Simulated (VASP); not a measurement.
Input of a VASP 6.6.1 run:

Contents of POSCAR:

```
InGa7Ag8S16
1.0
   11.3386030000     -0.0000180000     -0.0000380000
   -0.0000180000     11.3390430000     -0.0000380000
   -0.0000350000     -0.0000350000     10.6010680000
Ag Ga In S
16 14 2 32
Direct
    0.0027450000      0.9991980000      0.0110650000
    0.0026610000      0.5035240000      0.9987120000
    0.4992700000      0.9984090000      0.9986640000
    0.4984650000      0.5012320000      0.9972600000
    0.9977060000      0.2442080000      0.2515740000
    0.0033000000      0.7525180000      0.2447970000
    0.4987710000      0.2549490000      0.2581610000
    0.5013590000      0.7498760000      0.2513260000
    0.2498050000      0.0013310000      0.7520770000
    0.2534060000      0.4958290000      0.7590310000
    0.7470320000      0.9989880000      0.7444540000
    0.7533820000      0.5067570000      0.7503850000
    0.2530170000      0.2490150000      0.4970900000
    0.2523480000      0.7534170000      0.4991460000
    0.7486950000      0.2482230000      0.4986210000
    0.7481020000      0.7526320000      0.5108040000
    0.0012590000      0.9990400000      0.4982680000
    0.4986410000      0.9987670000      0.4999410000
    0.4980780000      0.5013750000      0.4985870000
    0.2515690000      0.9985950000      0.2491670000
    0.2537780000      0.4986400000      0.2448350000
    0.7462840000      0.9956170000      0.2534730000
    0.7480790000      0.5062340000      0.2492110000
    0.2510830000      0.2492980000      0.9986310000
    0.2509040000      0.7515430000      0.0001170000
    0.7482710000      0.7512220000      0.9982310000
    0.0019700000      0.2433690000      0.7489020000
    0.0038200000      0.7542000000      0.7538150000
    0.4961660000      0.2509250000      0.7447420000
    0.4985750000      0.7508860000      0.7492390000
    0.0009380000      0.5022590000      0.5000120000
    0.7494920000      0.2491380000      0.9997360000
    0.1439620000      0.1252760000      0.1264110000
    0.1432790000      0.6250240000      0.1234980000
    0.6312820000      0.1180200000      0.1353260000
    0.6376840000      0.6254040000      0.1204260000
    0.1119950000      0.1237290000      0.6202320000
    0.1191680000      0.6318190000      0.6360850000
    0.6062190000      0.1247420000      0.6227110000
    0.6057590000      0.6243820000      0.6257400000
    0.3622280000      0.3734100000      0.1213220000
    0.3601100000      0.8736550000      0.1252780000
    0.8654970000      0.3835370000      0.1332440000
    0.8553320000      0.8748390000      0.1248440000
    0.3751220000      0.1064930000      0.3741580000
    0.3733300000      0.6091570000      0.3731350000
    0.8725320000      0.1056290000      0.3751940000
    0.8671170000      0.6218260000      0.3690540000
    0.1316130000      0.3843750000      0.3641170000
    0.1251570000      0.8901550000      0.3725970000
    0.6263640000      0.3943300000      0.3760540000
    0.6232780000      0.8870690000      0.3792830000
    0.1225040000      0.3555690000      0.8756110000
    0.1258350000      0.8628640000      0.8794680000
    0.6176920000      0.3653780000      0.8632800000
    0.6239220000      0.8595200000      0.8723380000
    0.3872790000      0.3758620000      0.6213530000
    0.3897000000      0.8760860000      0.6259490000
    0.8846880000      0.3662560000      0.6327820000
    0.8943090000      0.8747060000      0.6254530000
    0.3756500000      0.1408680000      0.8735950000
    0.3744570000      0.6432910000      0.8750440000
    0.8819470000      0.1278200000      0.8689790000
    0.8763360000      0.6439860000      0.8752170000
```

The input INCAR.step1:

```
PREC = Accurate
ENCUT = 400
EDIFF = 1E-5
ISMEAR = -1
SIGMA = 0.05
LREAL = Auto
LASPH = T
NELM = 120
ALGO = Normal
ISIF = 2
LWAVE = T
LCHARG = F
GGA = PE
ISYM = -1
NBANDS = 326
GGA_COMPAT = F
KPAR = 1
```

File INCAR.step2:

```
PREC = Accurate
ENCUT = 400
EDIFF = 1E-6
ISMEAR = -1
SIGMA = 0.05
LREAL = Auto
LASPH = T
NELM = 120
ALGO = Normal
ISIF = 2
LWAVE = F
LCHARG = F
GGA = PE
LHFCALC = T
HFSCREEN = 0.2079
PRECFOCK = Fast
ISTART = 1
ISYM = -1
NBANDS = 326
GGA_COMPAT = F
KPAR = 1
```

KPOINTS

```
explicit points
1
Reciprocal
  0.25000000   0.25000000   0.25000000 1
```

Potentials or basis: VASP PAW PBE potentials, release 64 (Ag, Ga_d, In_d, S).

Run with:

```sh
$ cat potpaw_PBE.64/Ag/POTCAR potpaw_PBE.64/Ga_d/POTCAR potpaw_PBE.64/In_d/POTCAR potpaw_PBE.64/S/POTCAR > POTCAR
$ cp INCAR.step1 INCAR
$ mpirun -np 4 vasp_std > vasp.out
$ cp INCAR.step2 INCAR
$ mpirun -np 4 vasp_std > vasp.out
```

Predict the pressure.

1.9 GPa.

Predict the largest force.

0.420 eV/Å.

Estimate the band gap on the k mesh.

3.00 eV.

Stress tensor (GPa, compression positive):
```
 2.03 -0.01  0.00
-0.01  2.04  0.01
 0.00  0.01  1.58
```

Caveat: the PAW data sets were made with another functional, which shifts forces and pressure a little; spin-orbit coupling is left out, which moves the levels of the heavy elements; a shifted mesh leaves out Γ, where band edges can lie. A k mesh can miss the band edges.
